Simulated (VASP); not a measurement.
Crystal: MnAs.

```
As Mn
1.0
     3.71000    0.00000    0.00000
    -1.85500    3.21295    0.00000
     0.00000    0.00000    5.69100
As Mn
2 2
Direct
  0.66667 0.33333 0.75000
  0.33333 0.66667 0.25000
  0.00000 0.00000 0.50000
  0.00000 0.00000 0.00000
```

Program: VASP 6.6.1. Alike in all runs: task single point; potentials or basis VASP PAW PBE potentials, release 64 (As, Mn_pv); cell as given; cutoff (eV) 520; smearing fermi-dirac 0.05 eV.

Problem. Order these runs on this cell by their pressure, lowest first.
A. level PBEsol; spin collinear, ferromagnetic start; k mesh 8 × 8 × 5
B. level PBE; spin non-collinear, typed start, SOC; k mesh 6 × 6 × 4
C. level PBEsol; spin collinear, ferrimagnetic start; k mesh 8 × 8 × 5
D. level PBEsol; spin off; k mesh 8 × 8 × 5

Solution. D (-24.1 GPa), C (-10.5 GPa), A (-8.5 GPa), B (-3.5 GPa).

Caveats: the cell stands under tension; the PAW data sets were made with another functional, which shifts forces and pressure a little (at least some runs); the run started ferromagnetic, and an antiferromagnetic order may lie lower in energy (at least some runs).
